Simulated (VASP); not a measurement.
# Mg9Bi2Sb4 (C2/m) in VASP: notebook, part 2 of 2

VASP 6.6.1.

### 3 Single point, PBEsol

This run uses another cell than the first one, of 26.31 Å³/atom.

File INCAR:

```
SYSTEM = Mg9Bi2Sb4
  ALGO = Normal
  EDIFF = 1E-7
  ENCUT = 520
  GGA = PS
  ISIF = 2
  ISMEAR = 0
  LASPH = .True.
  LCHARG = .False.
  LREAL = Auto
  LWAVE = .False.
  NBANDS = 47
  NELM = 80
  PREC = Accurate
  SIGMA = 0.1
```

File KPOINTS:

```
k-points
0
Gamma
  4 3 3
  0 0 0
```

File POSCAR:

```
Mg9Bi2Sb4
1.0
   -0.0026797920      0.0015471786      7.2194260604
    6.8802000837      3.9838242403     -0.0016950313
   -6.8702071292      3.9665159354      0.0033900626
Mg Bi Sb
9 2 4
Direct
    0.6310312964      0.3333333333      0.3370908611
    0.6319387145      0.6705200588      0.0001896352
    0.6319387145     -0.0038533922      0.6630029097
    0.3689687036      0.3333333333      0.9962424723
    0.3680612855      0.6705200588      0.6703304236
    0.3680612855     -0.0038533922      0.3331436981
    0.0000000000     -0.0187505184     -0.0093752592
    0.0000000000      0.3333333333      0.6666666667
    0.0000000000      0.6854171851      0.3427085926
    0.2153515716      0.3333333333      0.3323739986
    0.7846484284      0.3333333333      1.0009593347
    0.2259623875      0.6657384923      0.0001731556
    0.2259623875      0.0009281744      0.6677679967
    0.7740376125      0.6657384923      0.6655653366
    0.7740376125      0.0009281744      0.3331601777
```

Potentials or basis: VASP PAW PBE potentials, release 64 (Mg, Bi_d, Sb).

Run with:

```
$ cat potpaw_PBE.64/Mg/POTCAR potpaw_PBE.64/Bi_d/POTCAR potpaw_PBE.64/Sb/POTCAR > POTCAR
$ mpirun -np 1 vasp_std > vasp.out
```

OUTCAR:

```text
SYSTEM = Mg9Bi2Sb4
   EDIFF = 1E-7
   ENCUT = 520
   GGA = PS
   ISIF = 2
   ISMEAR = 0
   LASPH = .True.
   LREAL = Auto
   NELM = 80
   PREC = Accurate

 ion  position               nearest neighbor table
   1  0.631  0.333  0.337-  15 2.82  14 2.82  11 2.89  10 3.00   5 3.27   6 3.27   4 3.30
   2  0.632  0.671  0.000-  14 2.83  15 2.83  11 2.90  12 2.93   6 3.24   5 3.24   4 3.27   7 3.65

   3  0.632  0.996  0.663-  15 2.83  14 2.83  11 2.90  13 2.93   5 3.24   6 3.24   4 3.27   9 3.65

   4  0.369  0.333  0.996-  13 2.82  12 2.82  10 2.89  11 3.00   3 3.27   2 3.27   1 3.30
   5  0.368  0.671  0.670-  12 2.83  13 2.83  10 2.90  14 2.93   3 3.24   2 3.24   1 3.27   7 3.65

   6  0.368  0.996  0.333-  13 2.83  12 2.83  10 2.90  15 2.93   2 3.24   3 3.24   1 3.27   9 3.65

   7  0.000  0.981  0.991-  12 3.03  14 3.03  15 3.10  13 3.10  10 3.17  11 3.17   2 3.65   5 3.65

   8  0.000  0.333  0.667-  11 3.07  10 3.07  13 3.11  12 3.11  15 3.11  14 3.11
   9  0.000  0.685  0.343-  13 3.03  15 3.03  14 3.10  12 3.10  10 3.17  11 3.17   3 3.65   6 3.65

  10  0.215  0.333  0.332-   4 2.89   5 2.90   6 2.90   1 3.00   8 3.07   7 3.17   9 3.17
  11  0.785  0.333  0.001-   1 2.89   3 2.90   2 2.90   4 3.00   8 3.07   7 3.17   9 3.17
  12  0.226  0.666  0.000-   4 2.82   5 2.83   6 2.83   2 2.93   7 3.03   9 3.10   8 3.11
  13  0.226  0.001  0.668-   4 2.82   6 2.83   5 2.83   3 2.93   9 3.03   7 3.10   8 3.11
  14  0.774  0.666  0.666-   1 2.82   2 2.83   3 2.83   5 2.93   7 3.03   9 3.10   8 3.11
  15  0.774  0.001  0.333-   1 2.82   3 2.83   2 2.83   6 2.93   9 3.03   7 3.10   8 3.11

  LATTYP: Found a base centered monoclinic cell.
 ALAT       =     7.9330325952
 B/A-ratio  =     1.7370893049
 C/A-ratio  =     0.9100462701
 COS(beta)  =    -0.0008559503

  Lattice vectors:

 A1 = (  -0.0099929545,  -7.9503401757,  -0.0016950313)
 A2 = (   6.8802000837,   3.9838242403,  -0.0016950313)
 A3 = (  -0.0026797920,   0.0015471786,   7.2194260604)

Analysis of symmetry for initial positions (statically):
=====================================================================
 Subroutine PRICEL returns:
 Original cell was already a primitive cell.

 Routine SETGRP: Setting up the symmetry group for a
 base centered monoclinic supercell.

 Subroutine GETGRP returns: Found  4 space group operations
 (whereof  2 operations were pure point group operations)
 out of a pool of  4 trial point group operations.

The static configuration has the point symmetry C_2 .
 The point group associated with its full space group is C_2h.

Analysis of symmetry for dynamics (positions and initial velocities):
=====================================================================
 Subroutine PRICEL returns:
 Original cell was already a primitive cell.

 Routine SETGRP: Setting up the symmetry group for a
 base centered monoclinic supercell.

 Subroutine GETGRP returns: Found  4 space group operations
 (whereof  2 operations were pure point group operations)
 out of a pool of  4 trial point group operations.

The dynamic configuration has the point symmetry C_2 .
 The point group associated with its full space group is C_2h.

 Subroutine INISYM returns: Found  4 space group operations
 (whereof  2 operations are pure point group operations),
[... 98 lines left out ...]
   ions per type =               9   2   4
   NGX,Y,Z   is equivalent  to a cutoff of  12.43, 12.55, 12.57 a.u.
   NGXF,Y,Z  is equivalent  to a cutoff of  24.87, 25.09, 25.15 a.u.
 SYSTEM =  Mg9Bi2Sb4
   PREC   = accura    normal or accurate (medium, high low for compatibility)
   ISTART =      0    job   : 0-new  1-cont  2-samecut
   ICHARG =      2    charge: 1-file 2-atom 10-const
   ISPIN  =      1    spin polarized calculation?
   LNONCOLLINEAR =      F non collinear calculations
   LSORBIT =      F    spin-orbit coupling
   LASPH  =      T    aspherical Exc in radial PAW
   ENCUT  =  520.0 eV  38.22 Ry    6.18 a.u.  13.42 14.78 14.75*2*pi/ulx,y,z
   NELM   =     80;   NELMIN=  2; NELMDL= -5     # of ELM steps
   EDIFF  = 0.1E-06   stopping-criterion for ELM
   LREAL  =      T    real-space projection
   EDIFFG = 0.1E-05   stopping-criterion for IOM
   NSW    =      0    number of steps for IOM
   IBRION =     -1    ionic relax: 0-MD 1-quasi-New 2-CG
   NFREE  =      0    steps in history (QN), initial steepest desc. (CG)
   ISIF   =      2    stress and relaxation
   ISYM   =      2    0-nonsym 1-usesym 2-fastsym
   POTIM  = 0.5000    time-step for ionic-motion
   TEBEG  =    0.0;   TEEND  =   0.0 temperature during run
   PSTRESS=    0.0 pullay stress
   NELECT =      68.0000    total number of electrons
   NUPDOWN=      -1.0000    fix difference up-down
   EMIN   =  10.00;   EMAX   =-10.00  energy-range for DOS
   EFERMI =   0.00;   METHOD = LEGACY
   ISMEAR =     0;   SIGMA  =   0.10  broadening in eV -4-tet -1-fermi 0-gaus
   EFERMI_NEDOS =   21; number of points for ismear=-14 and -15
   IALGO  =     38    algorithm
   IMIX   =      4    mixing-type and parameters
     AMIX     =   0.40;   BMIX     =  1.00
     AMIX_MAG =   1.60;   BMIX_MAG =  1.00
  volume/ion in A,a.u.               =      26.31       177.53
  Fermi-wavevector in a.u.,A,eV,Ry     =   0.911004  1.721547 11.291849  0.829927
  Thomas-Fermi vector in A             =   2.035232
   LORBIT       =      0    0 simple, 1 ext, 2 COOP (PROOUT), +10 PAW based schemes
   GGA     = PS    functional components
   LHFCALC =     F    Hartree Fock is set to
   AEXX    =    0.0000 exact exchange contribution
   IVDW    =     0    specifies the selected vdW correction
   LEPSILON=     F    determine dielectric tensor
   LRPA    =     F    only Hartree local field effects (RPA)
 non-spin polarized calculation
 Gauss-broadening in eV      SIGMA  =   0.10
  energy-cutoff  :      520.00
  volume of cell :      394.61
 maximum number of plane-waves:     10706
 NGX is ok and might be reduce to    54
   NGX = 27   NGY = 29   NGZ = 29

 number of electron      67.9999995 magnetization

 Free energy of the ion-electron system (eV)
  ---------------------------------------------------
  ext. energy  EPLUGINS =         0.00000000
  ---------------------------------------------------
  free energy    TOTEN  =       -47.28446107 eV

  energy without entropy =      -47.28099100  energy(sigma->0) =      -47.28272604

 E-fermi :   4.6401     XC(G=0):  -8.9980

 val. band max:        4.6037084837   @ k =   0.0000   0.0000   0.0000
 cond. band min:       4.7200795590   @ k =   0.2500   0.3333   0.3333
 fundamental gap:      0.1163710753
 Fermi energy:         4.6400859865

 k-point     1 :       0.0000    0.0000    0.0000
  band No.  band energies     occupation
      1     -17.5263      2.00000
      2     -17.5227      2.00000
      3     -17.5209      2.00000
      4     -17.5156      2.00000
      5     -17.5031      2.00000
      6     -17.5023      2.00000
[... 675 lines left out ...]
     45       7.9688      0.00000
     46       8.0150      0.00000
 [bands above 46 left out]

------------------------ aborting loop because EDIFF is reached ----------------------------------------

  FORCE on cell =-STRESS in cart. coord.  units (eV):
  Direction    XX          YY          ZZ          XY          YZ          ZX
  --------------------------------------------------------------------------------------
  -------------------------------------------------------------------------------------
  Total        0.3308346      0.1966273      0.3096767     -0.1162269     -0.0196945      0.0341119
  in kB        1.3432238      0.7983279      1.2573204     -0.4718937     -0.0799617      0.1384978
  external PRESSURE =       1.1329574 kB  Pullay stress =       0.0000000 kB

 VOLUME and BASIS-vectors are now :
 -----------------------------------------------------------------------------
  energy-cutoff  :      520.00
  volume of cell :      394.61
      direct lattice vectors                 reciprocal lattice vectors
    -0.002679792  0.001547179  7.219426060     0.000051262 -0.000029596  0.138515191
     6.880200084  3.983824240 -0.001695031     0.072566907  0.125689571  0.000000000
    -6.870207129  3.966515935  0.003390063    -0.072883581  0.125872402 -0.000054029

 POSITION                                       TOTAL-FORCE (eV/Angst)
 -----------------------------------------------------------------------------------
     -0.02418      2.66599      4.55626         0.016346     -0.009437     -0.034837
      4.61032      2.67296      4.56110        -0.042192     -0.020531     -0.000041
      2.29703      6.59926      4.56279        -0.003316      0.046805     -0.000041
     -4.55198      5.28012      2.66655        -0.016346      0.009437      0.034837
      0.00702      5.33068      2.65833         0.003316     -0.046805      0.000041
      4.56394      5.29046      2.65663         0.042192      0.020531      0.000041
     -0.05460      7.83845      0.00170         0.012050      0.020870      0.000000
     -2.28674      3.97229      0.00170         0.000000     -0.000000      0.000000
      2.36133      4.08994      0.00000        -0.012050     -0.020870      0.000000
      0.00934      2.64664      1.55528        -0.007626      0.004403      0.009302
      2.28471      1.33296      5.66415         0.007626     -0.004403     -0.009302
      4.57862      2.65322      1.63019         0.008750      0.017521     -0.040729
     -4.58192      2.65276      1.63358        -0.010799     -0.016338     -0.040729
      0.00577      5.29336      5.58924         0.010799      0.016338      0.040729
     -2.28457      1.32638      5.58924        -0.008750     -0.017521      0.040729
 -----------------------------------------------------------------------------------
    total drift:                               -0.000000     -0.000000     -0.000000

  FREE ENERGIE OF THE ION-ELECTRON SYSTEM (eV)
  ---------------------------------------------------
  free  energy   TOTEN  =       -47.2844610741 eV

  energy  without entropy=      -47.2809909998  energy(sigma->0) =      -47.28272604
```

Run time: 5.3 min. Hardware: 1 thread of Intel Xeon Platinum 8488C (Sapphire Rapids), shared host; peak memory 0.52 GiB.

What came out:

- Free energy: -47.2845 eV
- Pressure: 0.1 GPa
- Largest force: 0.047 eV/Å
- Band gap on the k mesh: 0.12 eV (least direct gap 0.18 eV)

Forces on the atoms (eV/Å):
```
Mg   0.016 -0.009 -0.035
Mg  -0.042 -0.021  0.000
Mg  -0.003  0.047  0.000
Mg  -0.016  0.009  0.035
Mg   0.003 -0.047  0.000
Mg   0.042  0.021  0.000
Mg   0.012  0.021  0.000
Mg   0.000  0.000  0.000
Mg  -0.012 -0.021  0.000
Bi  -0.008  0.004  0.009
Bi   0.008 -0.004 -0.009
Sb   0.009  0.018 -0.041
Sb  -0.011 -0.016 -0.041
Sb   0.011  0.016  0.041
Sb  -0.009 -0.018  0.041
```

Caveat: the PAW data sets were made with another functional, which shifts forces and pressure a little; spin-orbit coupling is left out, which moves the levels of the heavy elements; an odd mesh through Γ misses points on the zone boundary, where band edges can lie.

### 4 Single point, PBEsol

This run uses another cell than the first one, of 26.80 Å³/atom.

File INCAR:

```
  PREC = Accurate
  ENCUT = 520
  EDIFF = 1E-7
  ISMEAR = 0
  SIGMA = 0.1
  LREAL = Auto
  LASPH = True
  NELM = 60
  ALGO = Normal
  ISIF = 2
  LWAVE = False
  LCHARG = False
  GGA = PS
  NBANDS = 47
```

File KPOINTS:

```
regular mesh
0
Gamma
  4 3 3
```

File POSCAR:

```
Mg9Bi2Sb4
1.0
    0.0000000000      0.0000000000      7.2860049400
    6.9128536700      3.9911379200      0.0000000000
   -6.9128536700      3.9911379200      0.0000000000
Mg Bi Sb
9 2 4
Direct
    0.6300000000      0.3333333300      0.3333333300
    0.6300000000      0.6666666700      0.0000000000
    0.6300000000      0.0000000000      0.6666666700
    0.3700000000      0.3333333300      1.0000000000
    0.3700000000      0.6666666700      0.6666666700
    0.3700000000      0.0000000000      0.3333333300
    0.0000000000      0.0000000000      0.0000000000
    0.0000000000      0.3333333300      0.6666666700
    0.0000000000      0.6666666700      0.3333333300
    0.2350000000      0.3333333300      0.3333333300
    0.7650000000      0.3333333300      1.0000000000
    0.2350000000      0.6666666700      0.0000000000
    0.2350000000      0.0000000000      0.6666666700
    0.7650000000      0.6666666700      0.6666666700
    0.7650000000      0.0000000000      0.3333333300
```

Run with:

```
$ cat potpaw_PBE.64/Mg/POTCAR potpaw_PBE.64/Bi_d/POTCAR potpaw_PBE.64/Sb/POTCAR > POTCAR
$ mpirun -np 1 vasp_std > vasp.out
```

Wall time 5.8 min (1 thread of Intel Xeon Platinum 8488C (Sapphire Rapids), shared host); peak memory 0.52 GiB.

It converged, with:

```yaml
Free_energy: -47.0859 eV
Pressure: -0.2 GPa
Largest_force: 0.722 eV/Å
Band_gap_on_the_k_mesh: 0.21 eV
```

Forces on the atoms (eV/Å):
```
Mg  -0.165  0.095  0.256
Mg   0.165  0.095  0.073
Mg   0.000 -0.190  0.073
Mg   0.165 -0.095 -0.256
Mg   0.000  0.190 -0.073
Mg  -0.165 -0.095 -0.073
Mg  -0.080 -0.139  0.000
Mg   0.000  0.000  0.000
Mg   0.080  0.139  0.000
Bi  -0.012  0.007 -0.722
Bi   0.012 -0.007  0.722
Sb   0.012  0.007 -0.417
Sb   0.000 -0.014 -0.417
Sb   0.000  0.014  0.417
Sb  -0.012 -0.007  0.417
```

Stress tensor (GPa, compression positive):
```
-0.36  0.00  0.00
 0.00 -0.36  0.00
 0.00  0.00  0.25
```

Levels at points of the mesh, in eV from the valence-band top:
```tsv
k point	band 32	band 33	band 34	band 35	band 36	band 37
(0.00, 0.00, 0.00)	-0.32	-0.32	0.00	0.21	0.21	0.67
(0.50, 0.00, 0.00)	-0.78	-0.61	-0.61	1.53	1.58	1.84
```

Caveat: the PAW data sets were made with another functional, which shifts forces and pressure a little; spin-orbit coupling is left out, which moves the levels of the heavy elements; an odd mesh through Γ misses points on the zone boundary, where band edges can lie.

### 5 Summary

| cell | k mesh | smearing | gap on the mesh (eV) | pressure (GPa) | largest force (eV/Å) |
| --- | --- | --- | --- | --- | --- |
| a = 7.240, b = 7.944, c = 7.936 Å, angles 120.0, 90.0, 90.0°, 15 atoms, atomic positions A | 2 × 2 × 2 | gaussian 0.01 eV | 0.18 | 0.0 | 0.05 |
| a = 7.219, b = 7.950, c = 7.933 Å, angles 119.9, 90.0, 90.0°, 15 atoms, atomic positions A | 4 × 3 × 3 | gaussian 0.1 eV | 0.12 | 0.1 | 0.05 |
| a = 7.286, b = 7.982, c = 7.982 Å, angles 120.0, 90.0, 90.0°, 15 atoms, atomic positions B | 4 × 3 × 3 | gaussian 0.1 eV | 0.21 | -0.2 | 0.72 |

Alike in all rows: task single point; level PBEsol; potentials or basis VASP PAW PBE potentials, release 64 (Mg, Bi_d, Sb); no spin polarisation; cutoff (eV) 520.

Caveats: some runs use coarse meshes; the PAW data sets were made with another functional, which shifts forces and pressure a little; spin-orbit coupling is left out, which moves the levels of the heavy elements; an odd mesh through Γ misses points on the zone boundary, where band edges can lie (at least some runs).

Total energies depend on the potentials used, so only differences within one code and one set of settings carry meaning.
